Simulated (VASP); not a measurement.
SnO, 2 atoms in the cell. It takes space group Pm-3m (No. 221, cubic). Conventional cell: a = 3.040 Å, b = 3.040 Å, c = 3.040 Å, α = 90.00°, β = 90.00°, γ = 90.00°. Sn (site symmetry m-3m) has 8 O at 2.63 Å and 6 Sn at 3.04 Å within 3.5 Å. O (site symmetry m-3m) has 8 Sn at 2.63 Å and 6 O at 3.04 Å within 3.5 Å.  This cell differs from its parent crystal: volume changed by -6%.

```yaml
Program: VASP 6.6.1
Task: single point
Functional: r2SCAN
Potentials_or_basis: VASP PAW PBE potentials, release 64 (Sn_d, O)
Cutoff: 520 eV
k_mesh: 6 × 6 × 6
Occupations: fermi-dirac, width 0.02 eV
Spin: no spin polarisation
Dipole_correction: no
Further_INCAR_settings: ALGO = Normal; EDIFF = 1e-07; NBANDS = 17
```

Potentials or basis: VASP PAW PBE potentials, release 64 (Sn_d, O).

Command:

```sh
$ cat potpaw_PBE.64/Sn_d/POTCAR potpaw_PBE.64/O/POTCAR > POTCAR
$ cp INCAR.step1 INCAR
$ mpirun -np 1 vasp_std > vasp.out
$ cp INCAR.step2 INCAR
$ mpirun -np 1 vasp_std > vasp.out
```

Hardware: 1 thread of Intel(R) Xeon(R) Platinum 8259CL CPU @ 2.50GHz (Skylake/Cascade Lake), with other jobs on the host.

Problem. Estimate the wall time of this run.

Solution. Wall time 45 s on 1 thread of Intel(R) Xeon(R) Platinum 8259CL CPU @ 2.50GHz (Skylake/Cascade Lake), on a shared host, peak memory 0.15 GiB. Counts: k points 20.
